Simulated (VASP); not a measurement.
Set up this calculation in VASP 6.6.1, as the native input.

- Task: single point
- Functional: PBE
- Potentials or basis: VASP PAW PBE potentials, release 64 (Ga_d, Sb)
- Cutoff: 520 eV
- k mesh: 13 × 13 × 13
- Occupations: fermi-dirac, width 0.1 eV
- Spin: no spin polarisation
- Dipole correction: no
- Further INCAR settings: ALGO = Normal; EDIFF = 1e-06; NBANDS = 16

The structure of GaSb (CsCl type) lies in POSCAR:

```
GaSb
1.0
    3.4615137090      0.0000000000      0.0000000000
    0.0000000000      3.4615137090      0.0000000000
    0.0000000000      0.0000000000      3.4615137090
Ga Sb
1 1
Direct
    0.0000000000      0.0000000000      0.0000000000
    0.5000000000      0.5000000000      0.5000000000
```

This cell differs from its parent crystal: volume scaled by 0.88.

These files were run (other wordings do the same):

INCAR

```
  PREC = Accurate
  ENCUT = 520
  EDIFF = 1E-6
  ISMEAR = -1
  SIGMA = 0.1
  LREAL = F
  LASPH = T
  NELM = 80
  ALGO = Normal
  ISIF = 2
  LWAVE = F
  LCHARG = T
  GGA = PE
  LELF = T
  LVHAR = T
  NBANDS = 16
```

KPOINTS

```
Automatic mesh
0
Gamma
  13 13 13
```

Potentials or basis: VASP PAW PBE potentials, release 64 (Ga_d, Sb).

Run with:

```sh
$ cat potpaw_PBE.64/Ga_d/POTCAR potpaw_PBE.64/Sb/POTCAR > POTCAR
$ mpirun -np 1 vasp_std > vasp.out
```

Results of the run:

```
Pressure               : 8.6 GPa
Band gap on the k mesh : zero (band 9 reaches 10.36 eV, above the bottom of band 10 at 5.66 eV)
```

Caveat: spin-orbit coupling is left out, which moves the levels of the heavy elements.

It took 28 s on 1 thread of Intel(R) Xeon(R) Platinum 8375C CPU @ 2.90GHz (Ice Lake) (shared host), peak memory 0.2 GiB.
